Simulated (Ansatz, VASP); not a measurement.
**KF in VASP and in Ansatz**

INCAR

```
SYSTEM = KF
PREC = Accurate
ENCUT = 520
EDIFF = 1E-6
ISMEAR = 0
SIGMA = 0.05
LREAL = .FALSE.
LASPH = .TRUE.
NELM = 80
ALGO = Normal
ISIF = 2
LWAVE = .FALSE.
LCHARG = .FALSE.
NBANDS = 15
```

File KPOINTS:

```
regular mesh
0
G
  8 8 8
  0 0 0
```

POSCAR

```
KF
1.0
    0.0000000000      2.5817196783      2.8721631421
    2.4009993008      0.0000000000      2.8721631421
    2.4009993008      2.5817196783      0.0000000000
K F
1 1
Direct
    0.0000000000      0.0000000000      0.0000000000
    0.5000000000      0.5000000000      0.5000000000
```

Input for Ansatz:

```yaml
crystal:
  lattice:
    - [0.0, 2.5817196783, 2.8721631421]
    - [2.4009993008, 0.0, 2.8721631421]
    - [2.4009993008, 2.5817196783, 0.0]
  atoms:
    - { symbol: K, position: [0.0, 0.0, 0.0] }
    - { symbol: F, position: [0.5, 0.5, 0.5] }
basis:
  ecutwfc: 520.0
kpoints:
  mp_grid: { grid: [8, 8, 8] }
hamiltonian:
  xc: lda
scf:
  occupations: { method: gaussian, width: 0.05 }
output:
  forces: true
  stress: true
  eigenvalues: true
```

Change from the starting cell: normal strain along x -0.0700, normal strain along z +0.1125.

Alike in both runs: task single point; functional LDA; k mesh 8 × 8 × 8; occupations gaussian, width 0.05 eV; no spin polarisation.

|  | VASP | Ansatz |
| --- | --- | --- |
| version | VASP 6.6.1 | Ansatz 0.2.0 |
| potentials or method | VASP PAW LDA potentials, release 64 (K_sv, F), cutoff 520 eV | scalar-relativistic, plane waves, PAW |
| valence electrons in the cell | 16 | 16 |

```tsv
	VASP	Ansatz	Ansatz less VASP
gap on the k mesh at the Fermi level (eV)	5.73	5.75	+0.021
least direct gap on the mesh (eV)	5.74	5.77	+0.023
pressure (GPa)	1.5	1.2	-0.29
traceless stress, the component that is largest in VASP (GPa)	7.31	6.93	-0.378
```

LDA's correlation is that of Perdew and Zunger in VASP and of Perdew and Wang (1992) in Ansatz.
